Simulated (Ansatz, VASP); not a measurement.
## F: VASP beside Ansatz

```
F
1.0
     3.18320   -1.71590   -0.24552
     3.18320    1.71590   -0.24552
    -2.42752    0.00000    6.88580
F
4
Direct
  0.08485 0.08485 0.09400
  0.91515 0.91515 0.90600
  0.50157 0.50157 0.59372
  0.49843 0.49843 0.40628
```

Change from the starting cell: volume 18.294 Å^3 an atom, stretch along a over the lengths across it, relative to the relaxed cell 1.0662.

Alike in both runs: task single point; functional PBEsol; k mesh 4 × 4 × 2; occupations gaussian, width 0.05 eV; no spin polarisation.

```csv
,VASP,Ansatz
version,VASP 6.6.1,Ansatz 0.2.0
potentials or method,"VASP PAW PBE potentials, release 64 (F), cutoff 520 eV","scalar-relativistic, plane waves, PAW"
valence electrons in the cell,28,28
```

|  | VASP | Ansatz | Ansatz less VASP |
| --- | --- | --- | --- |
| gap on the k mesh at the Fermi level (eV) | 3.50 | 3.59 | +0.091 |
| least direct gap on the mesh (eV) | 3.61 | 3.70 | +0.091 |
| pressure (GPa) | 3.9 | 3.4 | -0.53 |
| traceless stress, the component that is largest in VASP (GPa) | 6.80 | 5.15 | -1.652 |
| rms of the force components (eV/Å) | 1.255 | 0.950 | -0.3053 |

VASP's potentials were made for PBE, not for PBEsol. Atom by atom the forces differ by 0.305 eV/Å (rms over components). With one functional, cell and mesh, what is left measures potentials, basis and numerics.

The k mesh is coarse, so the values compare programs but aren't converged.
